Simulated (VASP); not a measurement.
**Tl: single point with BLYP**

Tl:

```
Tl
1.0
    -2.07142    2.07142    2.07142
     2.07142   -2.07142    2.07142
     2.07142    2.07142   -2.07142
Tl
1
Direct
  0.00000 0.00000 0.00000
```

```yaml
Program: VASP 6.6.1
Task: single point
Functional: BLYP
Potentials_or_basis: VASP PAW PBE potentials, release 64 (Tl_d)
Cutoff: 520 eV
k_mesh: 12 × 12 × 12
Occupations: fermi-dirac, width 0.1 eV
Spin: no spin polarisation
Dipole_correction: no
Further_INCAR_settings: ALGO = Normal; EDIFF = 1e-06; NBANDS = 12
```

| Item | Value |
| --- | --- |
| Pressure | 0.0 GPa |

Levels at points of the mesh, in eV from the Fermi level:
```csv
k point,band 2,band 3,band 4,band 5,band 6,band 7,band 8,band 9,band 10,band 11
"(0.00, 0.00, 0.00)",-11.51,-11.51,-11.25,-11.25,-8.81,8.43,8.43,8.43,11.99,11.99
"(0.50, 0.00, 0.00)",-11.55,-11.27,-11.26,-11.09,-5.30,-1.92,4.75,6.32,8.80,10.11
"(0.50, 0.50, 0.50)",-11.60,-11.13,-11.13,-11.13,-2.92,1.35,1.35,1.35,6.17,6.17
```

It took 30 s on 1 thread of AMD EPYC 7R43 64-Core Processor (Zen 3) (shared host), peak memory 0.14 GiB.

Caveat: the PAW data sets were made with another functional, which shifts forces and pressure a little; spin-orbit coupling is left out, which moves the levels of the heavy elements.
